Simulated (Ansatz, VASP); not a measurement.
## SiC in VASP and in Ansatz

```
Si C
1.0
     0.00000    2.14888    2.14888
     2.14888    0.00000    2.14888
     2.14888    2.14888    0.00000
Si C
1 1
Direct
  0.00000 0.00000 0.00000
  0.25000 0.25000 0.25000
```

Alike in both runs: functional r2SCAN; k mesh 12 × 12 × 12; occupations fermi-dirac, width 0.02 eV; no spin polarisation.

Ansatz relaxed the structure, and its values are those at the end. VASP's run is a single point on that final structure, the one shown.

|  | VASP | Ansatz |
| --- | --- | --- |
| version | VASP 6.6.1 | Ansatz 0.2.0 |
| potentials or method | VASP PAW PBE potentials, release 64 (Si, C), cutoff 520 eV | PAW plane waves |
| valence electrons in the cell | 8 | 8 |

```csv
,VASP,Ansatz,Ansatz less VASP
gap on the k mesh at the Fermi level (eV),1.70,1.68,-0.015
pressure (GPa),9.8,10.0,+0.29
```

VASP's potentials were made for PBE, not for r2SCAN. Ansatz's warnings: stress scf threshold loose.
